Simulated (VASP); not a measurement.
Wanted: the native input for a VASP 6.6.1 run.

| Quantity | Value |
| --- | --- |
| Task | single point |
| Functional | PBE |
| Potentials or basis | VASP PAW PBE potentials, release 64 (Ca_sv) |
| Cutoff | 500 eV |
| k mesh | 5 × 5 × 5 |
| Occupations | fermi-dirac, width 0.04 eV |
| Spin | no spin polarisation |
| Dipole correction | no |
| Further INCAR settings | ALGO = Normal; EDIFF = 1e-06; NBANDS = 11 |

The structure of Ca lies in POSCAR:

```
Ca
1.0
   -2.2731180000      2.1418110000      2.3373330000
    2.1679220000     -2.1612850000      2.2516110000
    2.3296730000      2.2178410000     -2.3568070000
Ca
1
Direct
    0.0000000000      0.0000000000      0.0000000000
```

This cell differs from its parent crystal: the cell strained at random.

One way to write it, as run:

INCAR

```
ALGO = Normal
EDIFF = 1E-6
ENCUT = 500
GGA = PE
GGA_COMPAT = False
ISIF = 2
ISMEAR = -1
LASPH = True
LCHARG = False
LREAL = False
LWAVE = False
NBANDS = 11
NELM = 120
PREC = Accurate
SIGMA = 0.04
```

KPOINTS

```
k-points
0
Gamma
  5 5 5
```

Potentials or basis: VASP PAW PBE potentials, release 64 (Ca_sv).

Launch:

```bash
$ cat potpaw_PBE.64/Ca_sv/POTCAR > POTCAR
$ mpirun -np 1 vasp_std > vasp.out
```

Results of the run:

The pressure is -1.0 GPa and the band gap on the k mesh is zero (bands 5 and 6 overlap by 0.35 eV).

Caveat: the k points lie up to 0.40 Å⁻¹ apart; the cell differs from its parent crystal (the cell strained at random).

Wall time 30 s on 1 thread of Intel Xeon 8259CL (shared host), peak memory 0.17 GiB.
